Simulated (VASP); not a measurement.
# C in VASP: a series of runs

The runs below take C through single point, relaxation of the atoms, with PBE.

Everything below comes from runs of VASP 6.6.1. Logs are shortened: lines on timing, memory, paths and dates and some standing lists are left out, and cuts for length are marked.

## (1) The cell of the first run

The cell holds a slab with vacuum, 8 atoms: a = 2.467 Å, b = 2.467 Å, c = 32.737 Å, α = 90.00°, β = 90.00°, γ = 120.00°.

## (2) Single point, PBE

The input, INCAR:

```
SYSTEM = C
  PREC = Accurate
  ENCUT = 520
  EDIFF = 1E-7
  ISMEAR = 0
  SIGMA = 0.1
  LREAL = .False.
  LASPH = .True.
  NELM = 80
  ALGO = Normal
  ISIF = 2
  LWAVE = .False.
  LCHARG = .False.
  LDIPOL = .True.
  IDIPOL = 3
  DIPOL = 0.5 0.5 0.500
  GGA = PE
  NBANDS = 26
```

The input, KPOINTS:

```
regular mesh
0
Gamma
  15 15 1
  0 0 0
```

The input, POSCAR:

```
C
1.0
    2.4665844390      0.0000000000      0.0000000000
   -1.2332922195      2.1361247847      0.0000000000
    0.0000000000      0.0000000000     32.7365471759
C
8
Direct
    0.6666666667      0.3333333333      0.2291017425
    0.3333333333      0.6666666667      0.2291032635
    0.3333333333      0.6666666667      0.4331885245
    0.6666666667      0.3333333333      0.4331870035
    0.3333333333      0.6666666667      0.5668114755
    0.0000000000      0.0000000000      0.5668129965
    0.0000000000      0.0000000000      0.7708982575
    0.3333333333      0.6666666667      0.7708967365
```

Potentials or basis: VASP PAW PBE potentials, release 64 (C).

The run is started by

```bash
$ cat potpaw_PBE.64/C/POTCAR > POTCAR
$ mpirun -np 1 vasp_std > vasp.out
```

OUTCAR:

```text
SYSTEM = C
   PREC = Accurate
   ENCUT = 520
   EDIFF = 1E-7
   ISMEAR = 0
   LREAL = .False.
   LASPH = .True.
   NELM = 80
   ISIF = 2
   GGA = PE

 ion  position               nearest neighbor table
   1  0.667  0.333  0.229-   2 1.42   2 1.42   2 1.42
   2  0.333  0.667  0.229-   1 1.42   1 1.42   1 1.42
   3  0.333  0.667  0.433-   4 1.42   4 1.42   4 1.42
   4  0.667  0.333  0.433-   3 1.42   3 1.42   3 1.42
   5  0.333  0.667  0.567-   6 1.42   6 1.42   6 1.42
   6  0.000  0.000  0.567-   5 1.42   5 1.42   5 1.42
   7  0.000  0.000  0.771-   8 1.42   8 1.42   8 1.42
   8  0.333  0.667  0.771-   7 1.42   7 1.42   7 1.42

  LATTYP: Found a hexagonal cell.
 ALAT       =     2.4665844390
 C/A-ratio  =    13.2720156092

  Lattice vectors:

 A1 = (   2.4665844390,   0.0000000000,   0.0000000000)
 A2 = (  -1.2332922195,   2.1361247847,   0.0000000000)
 A3 = (   0.0000000000,   0.0000000000,  32.7365471759)

Analysis of symmetry for initial positions (statically):
=====================================================================
 Subroutine PRICEL returns:
 Original cell was already a primitive cell.

 Routine SETGRP: Setting up the symmetry group for a
 hexagonal supercell.

 Subroutine GETGRP returns: Found 12 space group operations
 (whereof  6 operations were pure point group operations)
 out of a pool of 24 trial point group operations.

The static configuration has the point symmetry C_3v.
 The point group associated with its full space group is D_3d.

Analysis of symmetry for dynamics (positions and initial velocities):
=====================================================================
 Subroutine PRICEL returns:
 Original cell was already a primitive cell.

 Routine SETGRP: Setting up the symmetry group for a
 hexagonal supercell.

 Subroutine GETGRP returns: Found 12 space group operations
 (whereof  6 operations were pure point group operations)
 out of a pool of 24 trial point group operations.

The dynamic configuration has the point symmetry C_3v.
 The point group associated with its full space group is D_3d.

 Subroutine INISYM returns: Found 12 space group operations
 (whereof  6 operations are pure point group operations),
 and found     1 'primitive' translations

----------------------------------------------------------------------------------------

                                     Primitive cell

  volume of cell :     172.4866
[... 113 lines left out ...]
   NUPDOWN=      -1.0000    fix difference up-down
   EMIN   =  10.00;   EMAX   =-10.00  energy-range for DOS
   EFERMI =   0.00;   METHOD = LEGACY
   ISMEAR =     0;   SIGMA  =   0.10  broadening in eV -4-tet -1-fermi 0-gaus
   EFERMI_NEDOS =   21; number of points for ismear=-14 and -15
   IALGO  =     38    algorithm
   IMIX   =      4    mixing-type and parameters
     AMIX     =   0.40;   BMIX     =  1.00
     AMIX_MAG =   1.60;   BMIX_MAG =  1.00
  volume/ion in A,a.u.               =      21.56       145.50
  Fermi-wavevector in a.u.,A,eV,Ry     =   0.933698  1.764433 11.861444  0.871792
  Thomas-Fermi vector in A             =   2.060426
   LORBIT       =      0    0 simple, 1 ext, 2 COOP (PROOUT), +10 PAW based schemes
   GGA     = PE    functional components
   LHFCALC =     F    Hartree Fock is set to
   AEXX    =    0.0000 exact exchange contribution
   IVDW    =     0    specifies the selected vdW correction
   LEPSILON=     F    determine dielectric tensor
   LRPA    =     F    only Hartree local field effects (RPA)
 non-spin polarized calculation
 Gauss-broadening in eV      SIGMA  =   0.10
  energy-cutoff  :      520.00
  volume of cell :      172.49
 maximum number of plane-waves:      4708
   NGX =  9   NGY =  9   NGZ =121

 dipolmoment           0.000000      0.000000     -0.000000 electrons x Angstroem

 number of electron      31.9999994 magnetization

 dipolmoment           0.000000      0.000000      0.000000 electrons x Angstroem

 Free energy of the ion-electron system (eV)
  ---------------------------------------------------
  ext. energy  EPLUGINS =         0.00000000
  ---------------------------------------------------
  free energy    TOTEN  =       -73.79810460 eV

  energy without entropy =      -73.79434559  energy(sigma->0) =      -73.79622509

 E-fermi :  -0.5781     XC(G=0):  -4.9919

 val. band max:       -0.5788413364   @ k =   0.3333   0.3333   0.0000
 cond. band min:      -0.5780626208   @ k =   0.3333   0.3333   0.0000
 fundamental gap:      0.0007787156
 Fermi energy:        -0.5780893816

 k-point     1 :       0.0000    0.0000    0.0000
  band No.  band energies     occupation
      1     -20.1008      2.00000
      2     -20.0947      2.00000
      3     -20.0947      2.00000
      4     -20.0870      2.00000
      5      -8.2910      2.00000
      6      -8.1904      2.00000
[... 685 lines left out ...]
     25      10.5142      0.00000
     26      10.5632      0.00000

 [... further k-points ...]

------------------------ aborting loop because EDIFF is reached ----------------------------------------

 vacuum level on the upper side and lower side of the slab       (xc-potential included)        -0.021        -0.021

  FORCE on cell =-STRESS in cart. coord.  units (eV):
  Direction    XX          YY          ZZ          XY          YZ          ZX
  --------------------------------------------------------------------------------------
  -------------------------------------------------------------------------------------
  Total        0.3032635      0.3032635     -0.0462784      0.0000000      0.0000000      0.0000000
  in kB        2.8169246      2.8169246     -0.4298661      0.0000000      0.0000000      0.0000000
  external PRESSURE =       1.7346610 kB  Pullay stress =       0.0000000 kB

 VOLUME and BASIS-vectors are now :
 -----------------------------------------------------------------------------
  energy-cutoff  :      520.00
  volume of cell :      172.49
      direct lattice vectors                 reciprocal lattice vectors
     2.466584439  0.000000000  0.000000000     0.405418920  0.234068723  0.000000000
    -1.233292220  2.136124785  0.000000000     0.000000000  0.468137446  0.000000000
     0.000000000  0.000000000 32.736547176     0.000000000  0.000000000  0.030546899

 POSITION                                       TOTAL-FORCE (eV/Angst)
 -----------------------------------------------------------------------------------
      1.23329      0.71204      7.50000        -0.000000      0.000000      0.000906
     -0.00000      1.42408      7.50005         0.000000     -0.000000     -0.000764
     -0.00000      1.42408     14.18110        -0.000000     -0.000000      0.000077
      1.23329      0.71204     14.18105        -0.000000     -0.000000      0.000142
     -0.00000      1.42408     18.55545         0.000000      0.000000     -0.000077
      0.00000      0.00000     18.55550        -0.000000      0.000000     -0.000142
      0.00000      0.00000     25.23655         0.000000     -0.000000     -0.000906
     -0.00000      1.42408     25.23650        -0.000000      0.000000      0.000764
 -----------------------------------------------------------------------------------
    total drift:                                0.000000     -0.000000     -0.000000

  FREE ENERGIE OF THE ION-ELECTRON SYSTEM (eV)
  ---------------------------------------------------
  free  energy   TOTEN  =       -73.7981045963 eV

  energy  without entropy=      -73.7943455912  energy(sigma->0) =      -73.79622509

 vacuum level on the upper side and lower side of the slab         3.648         3.648
```

OSZICAR:

```text
N       E                     dE             d eps       ncg     rms          rms(c)
DAV:   1     0.211542972600E+03    0.21154E+03   -0.13635E+04  1412   0.101E+03
DAV:   2    -0.560779289517E+02   -0.26762E+03   -0.25010E+03  2024   0.244E+02
DAV:   3    -0.783375659016E+02   -0.22260E+02   -0.22069E+02  1836   0.731E+01
[... 16 lines left out ...]
DAV:  20    -0.737981010280E+02   -0.70132E-05   -0.13822E-07  1418   0.150E-03    0.358E-04
DAV:  21    -0.737981030713E+02   -0.20433E-05   -0.29437E-08  1238   0.663E-04    0.121E-04
DAV:  22    -0.737981042320E+02   -0.11607E-05   -0.28722E-08  1212   0.474E-04    0.804E-05
DAV:  23    -0.737981045332E+02   -0.30122E-06   -0.83455E-09  1236   0.245E-04    0.289E-05
DAV:  24    -0.737981045963E+02   -0.63057E-07   -0.27506E-09  1134   0.146E-04
   1 F= -.73798105E+02 E0= -.73796225E+02  d E =-.375901E-02
```

Wall time 1.7 min (1 thread of AMD EPYC 9R45 (Zen 5), shared host); peak memory 0.26 GiB.

Results:

* Free energy: -73.7981 eV
* Band gap on the k mesh: zero (filled and empty bands touch)

Levels at points of the mesh, in eV from the Fermi level:
| k point | band 13 | band 14 | band 15 | band 16 | band 17 | band 18 | band 19 | band 20 |
| --- | --- | --- | --- | --- | --- | --- | --- | --- |
| (0.00, 0.00, 0.00) | -3.05 | -3.05 | -3.05 | -3.05 | 2.88 | 3.06 | 3.56 | 3.84 |

## (3) Relaxation of the atoms, PBE

This run uses another cell than the first one.

The input, INCAR:

```
SYSTEM = C
PREC = Accurate ; ENCUT = 520
EDIFF = 1E-7 ; ISMEAR = 0
SIGMA = 0.1 ; LREAL = .False.
LASPH = .True. ; NELM = 100
ALGO = Normal ; ISIF = 2
LWAVE = .False. ; LCHARG = .False.
LDIPOL = .True. ; IDIPOL = 3
DIPOL = 0.5 0.5 0.500 ; GGA = PE
IBRION = 2 ; NSW = 80
EDIFFG = -0.02
```

KPOINTS is that of step 2.

The input, POSCAR:

```
C
1.0
    2.4665844389      0.0000000000      0.0000000000
   -1.2332922194      2.1361247846      0.0000000000
    0.0000000000      0.0000000000     30.4299040842
C
8
Direct
    0.6666666667      0.3333333333      0.2464697152
    0.0000000000      0.0000000000      0.2464680789
    0.6666666667      0.3333333333      0.3902214538
    0.3333333333      0.6666666667      0.3902230902
    0.3333333333      0.6666666667      0.6097785462
    0.6666666667      0.3333333333      0.6097769098
    0.3333333333      0.6666666667      0.7535302848
    0.0000000000      0.0000000000      0.7535319211
```

Potentials or basis: VASP PAW PBE potentials, release 64 (C).

The run is started by

```bash
$ cat potpaw_PBE.64/C/POTCAR > POTCAR
$ mpirun -np 1 vasp_std > vasp.out
```

OUTCAR:

```text
SYSTEM = C
   PREC = Accurate
   ENCUT = 520
   EDIFF = 1E-7
   ISMEAR = 0
   LREAL = .False.
   LASPH = .True.
   NELM = 100
   ISIF = 2
   GGA = PE
   IBRION = 2
   NSW = 80
   EDIFFG = -0.02

 ion  position               nearest neighbor table
   1  0.667  0.333  0.246-   2 1.42   2 1.42   2 1.42
   2  0.000  0.000  0.246-   1 1.42   1 1.42   1 1.42
   3  0.667  0.333  0.390-   4 1.42   4 1.42   4 1.42
   4  0.333  0.667  0.390-   3 1.42   3 1.42   3 1.42
   5  0.333  0.667  0.610-   6 1.42   6 1.42   6 1.42
   6  0.667  0.333  0.610-   5 1.42   5 1.42   5 1.42
   7  0.333  0.667  0.754-   8 1.42   8 1.42   8 1.42
   8  0.000  0.000  0.754-   7 1.42   7 1.42   7 1.42

  LATTYP: Found a hexagonal cell.
 ALAT       =     2.4665844389
 C/A-ratio  =    12.3368588581

  Lattice vectors:

 A1 = (   2.4665844389,   0.0000000000,   0.0000000000)
 A2 = (  -1.2332922194,   2.1361247846,   0.0000000000)
 A3 = (   0.0000000000,   0.0000000000,  30.4299040842)

Analysis of symmetry for initial positions (statically):
=====================================================================
 Subroutine PRICEL returns:
 Original cell was already a primitive cell.

 Routine SETGRP: Setting up the symmetry group for a
 hexagonal supercell.

 Subroutine GETGRP returns: Found 12 space group operations
 (whereof 12 operations were pure point group operations)
 out of a pool of 24 trial point group operations.

The static configuration has the point symmetry D_3d.

Analysis of symmetry for dynamics (positions and initial velocities):
=====================================================================
 Subroutine PRICEL returns:
 Original cell was already a primitive cell.

 Routine SETGRP: Setting up the symmetry group for a
 hexagonal supercell.

 Subroutine GETGRP returns: Found 12 space group operations
 (whereof 12 operations were pure point group operations)
[... 145 lines left out ...]
 conjugate gradient relaxation of ions
 non-spin polarized calculation
 Gauss-broadening in eV      SIGMA  =   0.10
  energy-cutoff  :      520.00
  volume of cell :      160.33
 maximum number of plane-waves:      4370
   NGX =  9   NGY =  9   NGZ =113

 dipolmoment           0.000000      0.000000      0.000000 electrons x Angstroem

 number of electron      31.9999989 magnetization

 dipolmoment           0.000000      0.000000     -0.000000 electrons x Angstroem

 Free energy of the ion-electron system (eV)
  ---------------------------------------------------
  ext. energy  EPLUGINS =         0.00000000
  ---------------------------------------------------
  free energy    TOTEN  =       -73.80073591 eV

  energy without entropy =      -73.79722967  energy(sigma->0) =      -73.79898279

 E-fermi :  -0.3009     XC(G=0):  -5.2383

 val. band max:       -0.3010355792   @ k =   0.3333   0.3333   0.0000
 cond. band min:      -0.2469241400   @ k =   0.3333   0.3333   0.0000
 fundamental gap:      0.0541114392
 Fermi energy:        -0.3009471006

 k-point     1 :       0.0000    0.0000    0.0000
  band No.  band energies     occupation
      1     -19.8237      2.00000
      2     -19.8236      2.00000
      3     -19.8099      2.00000
      4     -19.8098      2.00000
      5      -8.0149      2.00000
      6      -8.0127      2.00000
[... 565 lines left out ...]
     20       1.0144      0.00000
     21      10.4596      0.00000

 [... further k-points ...]

------------------------ aborting loop because EDIFF is reached ----------------------------------------

 vacuum level on the upper side and lower side of the slab       (xc-potential included)        -0.009        -0.009

  FORCE on cell =-STRESS in cart. coord.  units (eV):
  Direction    XX          YY          ZZ          XY          YZ          ZX
  --------------------------------------------------------------------------------------
  -------------------------------------------------------------------------------------
  Total        0.3045486      0.3045486     -0.0465651      0.0000000     -0.0000000     -0.0000000
  in kB        3.0432948      3.0432948     -0.4653155      0.0000000     -0.0000000     -0.0000000
  external PRESSURE =       1.8737581 kB  Pullay stress =       0.0000000 kB

 VOLUME and BASIS-vectors are now :
 -----------------------------------------------------------------------------
  energy-cutoff  :      520.00
  volume of cell :      160.33
      direct lattice vectors                 reciprocal lattice vectors
     2.466584439  0.000000000  0.000000000     0.405418920  0.234068723  0.000000000
    -1.233292219  2.136124785  0.000000000     0.000000000  0.468137446  0.000000000
     0.000000000  0.000000000 30.429904084     0.000000000  0.000000000  0.032862411

 POSITION                                       TOTAL-FORCE (eV/Angst)
 -----------------------------------------------------------------------------------
      1.23329      0.71204      7.50005         0.000000      0.000000      0.000176
      0.00000      0.00000      7.50000         0.000000      0.000000      0.000243
      1.23329      0.71204     11.87440        -0.000000     -0.000000     -0.000199
     -0.00000      1.42408     11.87445         0.000000      0.000000     -0.000263
     -0.00000      1.42408     18.55550         0.000000      0.000000      0.000199
      1.23329      0.71204     18.55545        -0.000000      0.000000      0.000263
     -0.00000      1.42408     22.92985        -0.000000     -0.000000     -0.000176
      0.00000      0.00000     22.92990        -0.000000     -0.000000     -0.000243
 -----------------------------------------------------------------------------------
    total drift:                               -0.000000      0.000000     -0.000000

  FREE ENERGIE OF THE ION-ELECTRON SYSTEM (eV)
  ---------------------------------------------------
  free  energy   TOTEN  =       -73.8007359139 eV

  energy  without entropy=      -73.7972296651  energy(sigma->0) =      -73.79898279

 reached required accuracy - stopping structural energy minimisation

 vacuum level on the upper side and lower side of the slab         3.937         3.937
```

Wall time 3 min (1 thread of Oxide Virtual Turin-like, shared host); peak memory 0.23 GiB.

Results:

```yaml
Free_energy: -73.8007 eV
Band_gap_on_the_k_mesh: zero (filled and empty bands touch)
```

Final structure:
```cif
data_structure
_symmetry_space_group_name_H-M 'P 1'
_symmetry_Int_Tables_number 1
_cell_length_a 2.4666
_cell_length_b 2.4666
_cell_length_c 30.4299
_cell_angle_alpha 90.000
_cell_angle_beta 90.000
_cell_angle_gamma 120.000
_cell_volume 160.33
loop_
_atom_site_label
_atom_site_type_symbol
_atom_site_fract_x
_atom_site_fract_y
_atom_site_fract_z
_atom_site_occupancy
C1 C 0.66667 0.33333 0.24647 1
C2 C 0.00000 0.00000 0.24647 1
C3 C 0.66667 0.33333 0.39022 1
C4 C 0.33333 0.66667 0.39022 1
C5 C 0.33333 0.66667 0.60978 1
C6 C 0.66667 0.33333 0.60978 1
C7 C 0.33333 0.66667 0.75353 1
C8 C 0.00000 0.00000 0.75353 1
```

Levels at points of the mesh, in eV from the Fermi level:
```
           k point  band 13  band 14  band 15  band 16  band 17  band 18  band 19  band 20
(0.00, 0.00, 0.00)    -3.05    -3.05    -3.05    -3.05     2.93     3.32     3.53     4.26
```

Caveat: the relaxation stopped at its first step, so nothing moved.

[end of part 1 of 2]
